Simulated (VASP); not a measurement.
## Au: relaxation of cell and atoms with BLYP

The system is Au.

```
Au
1.0
     2.63589    0.00000    0.00000
     0.00000    2.63589    0.00000
     0.00000    0.00000    2.63589
Au
1
Direct
  0.00000 0.00000 0.00000
```

* Program: VASP 6.6.1
* Task: relaxation of cell and atoms
* Functional: BLYP
* Potentials or basis: VASP PAW PBE potentials, release 64 (Au)
* Cutoff: 600 eV
* k mesh: 12 × 12 × 12
* Occupations: fermi-dirac, width 0.1 eV
* Spin: no spin polarisation
* Dipole correction: no
* Further INCAR settings: ALGO = Normal; EDIFF = 1e-06; IBRION = 2; EDIFFG = -0.01; NSW = 80; ISIF = 3

| Item | Value |
| --- | --- |
| Relaxed volume | 22.42 Å³/atom |
| Relaxed cell | a = 2.820 Å, b = 2.820 Å, c = 2.820 Å, α = 90.00°, β = 90.00°, γ = 90.00° |
| Space group after relaxing (to 0.05 Å) | Pm-3m (No. 221) |
| Energy gained by relaxing | 305.1 meV/atom |
| Ionic steps | 19 |
| Pressure after relaxing | 0.1 GPa |

Step by step:
```csv
step,energy change (eV),largest force (eV/Å),pressure (GPa),volume (Å³)
1,0.0000,0.0000,29.59,18.31
2,-0.0464,0.0000,-9.45,28.82
3,-0.3047,0.0000,-0.65,22.63
4,-0.3051,0.0000,-0.24,22.50
5,-0.3051,0.0000,0.08,22.41
6,-0.3051,0.0000,0.09,22.42
7,-0.3051,0.0000,0.09,22.42
8,-0.3051,0.0000,0.09,22.42
9,-0.3051,0.0000,0.09,22.42
10,-0.3051,0.0000,0.09,22.42
11,-0.3051,0.0000,0.09,22.42
12,-0.3051,0.0000,0.09,22.42
13,-0.3051,0.0000,0.09,22.42
14,-0.3051,0.0000,0.09,22.42
15,-0.3051,0.0000,0.09,22.42
16,-0.3051,0.0000,0.09,22.42
17,-0.3051,0.0000,0.09,22.42
18,-0.3051,0.0000,0.09,22.42
19,-0.3051,0.0000,0.07,22.42
```

Final structure:
```cif
data_structure
_symmetry_space_group_name_H-M 'P 1'
_symmetry_Int_Tables_number 1
_cell_length_a 2.8198
_cell_length_b 2.8198
_cell_length_c 2.8198
_cell_angle_alpha 90.000
_cell_angle_beta 90.000
_cell_angle_gamma 90.000
_cell_volume 22.42
loop_
_atom_site_label
_atom_site_type_symbol
_atom_site_fract_x
_atom_site_fract_y
_atom_site_fract_z
_atom_site_occupancy
Au1 Au 0.00000 0.00000 0.00000 1
```

Levels at points of the mesh, in eV from the Fermi level:
| k point | band 3 | band 4 | band 5 | band 6 | band 7 | band 8 |
| --- | --- | --- | --- | --- | --- | --- |
| (0.00, 0.00, 0.00) | -5.21 | -1.54 | -1.54 | -1.54 | 13.33 | 13.33 |
| (0.50, 0.00, 0.00) | -2.78 | -2.78 | -1.42 | 0.01 | 1.63 | 16.33 |
| (0.50, 0.50, 0.00) | -2.56 | -2.56 | -0.53 | 3.87 | 3.87 | 5.55 |
| (0.50, 0.50, 0.50) | -4.52 | -0.45 | -0.45 | 7.98 | 7.98 | 7.98 |

It took 110 s on 1 thread of Intel Xeon 6975P-C, on a shared host, peak memory 0.16 GiB.

Caveat: the volume moved by over 15 % at a fixed basis, so the end points are rough; the PAW data sets were made with another functional, which shifts forces and pressure a little; spin-orbit coupling is left out, which moves the levels of the heavy elements.
